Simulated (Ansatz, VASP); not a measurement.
# Ga3SbN2 in VASP and in Ansatz

```
Ga Sb N
1.0
     5.28026    0.00000    0.00000
    -2.64013    4.57284    0.00000
     0.00000    0.00000    6.62317
Ga Sb N
3 1 2
Direct
  0.50000 0.00000 0.00000
  0.00000 0.50000 0.00000
  0.50000 0.50000 0.00000
  0.00000 0.00000 0.50000
  0.00000 0.00000 0.20715
  0.00000 0.00000 0.79285
```

Alike in both runs: functional PBE; k mesh 12 × 12 × 6; occupations gaussian, width 0.1 eV; no spin polarisation.

Ansatz relaxed the structure, and its values are those at the end. VASP's run is a single point on that final structure, the one shown.

|  | VASP | Ansatz |
| --- | --- | --- |
| version | VASP 6.6.1 | Ansatz 0.2.0 |
| potentials or method | VASP PAW PBE potentials, release 64 (Ga_d, Sb, N), cutoff 520 eV | scalar-relativistic, plane waves, PAW |
| valence electrons in the cell | 54 | 64 |

|  | VASP | Ansatz | Ansatz less VASP |
| --- | --- | --- | --- |
| gap on the k mesh at the Fermi level (eV) | none | none | - |
| pressure (GPa) | 0.3 | 0.0 | -0.29 |
| rms of the force components (eV/Å) | 0.075 | 0.001 | -0.0735 |

A gap of «none» marks a metal or a gap that the smearing closes. VASP's potentials hold 54 valence electrons a cell and Ansatz's 64, so a difference there can come from the potentials and not from the codes.

Neither program's run includes spin-orbit coupling.
